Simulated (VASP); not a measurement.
Write the native input for VASP 6.6.1 that does the following.

```yaml
Task: single point
Functional: PBE
Potentials_or_basis: VASP PAW PBE potentials, release 64 (Ga_d, N)
Cutoff: 520 eV
k_mesh: 12 × 12 × 6
Occupations: fermi-dirac, width 0.02 eV
Spin: no spin polarisation
Dipole_correction: no
Further_INCAR_settings: ALGO = Normal; EDIFF = 1e-06; NBANDS = 26
```

The structure of GaN lies in POSCAR:

```
GaN
1.0
    3.1513178824      0.0000000000      0.0000000000
   -1.5756589412      2.7291213415      0.0000000000
    0.0000000000      0.0000000000      5.1317889770
Ga N
2 2
Direct
    0.3333333333      0.6666666667     -0.0008744116
    0.6666666667      0.3333333333      0.4991255884
    0.3333333333      0.6666666667      0.3758744116
    0.6666666667      0.3333333333      0.8758744116
```

This cell differs from its parent crystal: strain -1.0%.

One way to write it, as run:

INCAR

```
ALGO     = Normal         # electronic algorithm
EDIFF    = 1E-6           # SCF threshold, eV
ENCUT    = 520            # plane-wave cutoff, eV
GGA      = PE             # functional
ISIF     = 2              # what is computed and relaxed
ISMEAR   = -1             # smearing method
LASPH    = T              # aspherical terms in the spheres
LCHARG   = F              # write CHGCAR
LREAL    = F              # projectors in reciprocal space
LWAVE    = F              # write WAVECAR
NBANDS   = 26             # bands
NELM     = 60             # most SCF steps
PREC     = Accurate       # precision mode
SIGMA    = 0.02           # smearing width, eV
```

KPOINTS

```
k-points
0
Gamma
  12 12 6
```

Potentials or basis: VASP PAW PBE potentials, release 64 (Ga_d, N).

Run with:

```bash
$ cat potpaw_PBE.64/Ga_d/POTCAR potpaw_PBE.64/N/POTCAR > POTCAR
$ mpirun -np 1 vasp_std > vasp.out
```

It gave:

```json
{
 "Pressure": "12.6 GPa",
 "Largest force": "0.009 eV/Å",
 "Band gap on the k mesh": "2.14 eV"
}
```

Caveat: the cell differs from its parent crystal (strain -1.0%); the cell stands under pressure.

It took 110 s on 1 thread of Intel Xeon 8259CL, on a shared host, peak memory 0.21 GiB.
